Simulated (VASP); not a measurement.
Input of a VASP 6.6.1 run:

The input INCAR:

```
PREC = Accurate
ENCUT = 520
EDIFF = 1E-6
ISMEAR = 0
SIGMA = 0.05
LREAL = False
LASPH = True
NELM = 80
ALGO = Normal
ISIF = 2
LWAVE = False
LCHARG = False
NBANDS = 16
```

KPOINTS

```
regular mesh
0
Gamma
  12 12 4
```

The input POSCAR:

```
BN
1.0
    2.6510857774      0.0000000000      0.0000000000
   -1.3255428887      2.2959076309      0.0000000000
    0.0000000000      0.0000000000      6.1340822719
B N
2 2
Direct
    0.3333333333      0.6666666667      0.2500000000
    0.6666666667      0.3333333333      0.7500000000
    0.3333333333      0.6666666667      0.7500000000
    0.6666666667      0.3333333333      0.2500000000
```

Potentials or basis: VASP PAW LDA potentials, release 64 (B, N).

Command:

```bash
$ cat potpaw_LDA.64/B/POTCAR potpaw_LDA.64/N/POTCAR > POTCAR
$ mpirun -np 1 vasp_std > vasp.out
```

Estimate the band gap on the k mesh.

3.68 eV, indirect (least direct gap 3.87 eV).

Estimate the pressure.

-37.4 GPa.

Stress tensor (GPa, compression positive):
```
-56.53   0.00   0.00
  0.00 -56.53   0.00
  0.00   0.00   1.00
```

 A k mesh can miss the band edges.
